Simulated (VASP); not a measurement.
**Lu: single point with PBEsol**

Lu:

```
CELL_PARAMETERS angstrom
-1.83065 1.83065 1.83065
1.83065 -1.83065 1.83065
1.83065 1.83065 -1.83065
ATOMIC_POSITIONS crystal
Lu 0.00000 0.00000 0.00000
```

This isn't the form of Lu at room conditions, which is hcp.

```json
{
  "Program": "VASP 6.6.1",
  "Task": "single point",
  "Functional": "PBEsol",
  "Potentials or basis": "VASP PAW PBE potentials, release 64 (Lu)",
  "Cutoff": "520 eV",
  "k mesh": "16 × 16 × 16",
  "Occupations": "fermi-dirac, width 0.05 eV",
  "Spin": "no spin polarisation",
  "Dipole correction": "no",
  "Further INCAR settings": "ALGO = Normal; EDIFF = 1e-06; NBANDS = 18"
}
```

- Pressure: 7.4 GPa
- Band gap on the k mesh: zero (an odd number of electrons rules out a gap without spin polarisation)

Levels at points of the mesh, in eV from the Fermi level:
```csv
k point,band 8,band 9,band 10,band 11,band 12,band 13,band 14,band 15,band 16,band 17
"(0.00, 0.00, 0.00)",-4.90,-4.76,-4.76,-4.76,-4.72,2.26,2.26,2.26,4.94,4.94
"(0.50, 0.00, 0.00)",-4.79,-4.77,-4.76,-4.74,-2.92,0.15,1.11,4.79,5.92,8.50
"(0.50, 0.50, 0.50)",-4.84,-4.75,-4.75,-4.75,-2.09,-2.09,6.99,6.99,6.99,7.62
```

It took 32 s on 1 thread of Intel(R) Xeon(R) Platinum 8488C (Sapphire Rapids), with other jobs on the host, peak memory 0.2 GiB.

Caveat: the cell stands under pressure; the PAW data sets were made with another functional, which shifts forces and pressure a little; spin-orbit coupling is left out, which moves the levels of the heavy elements.
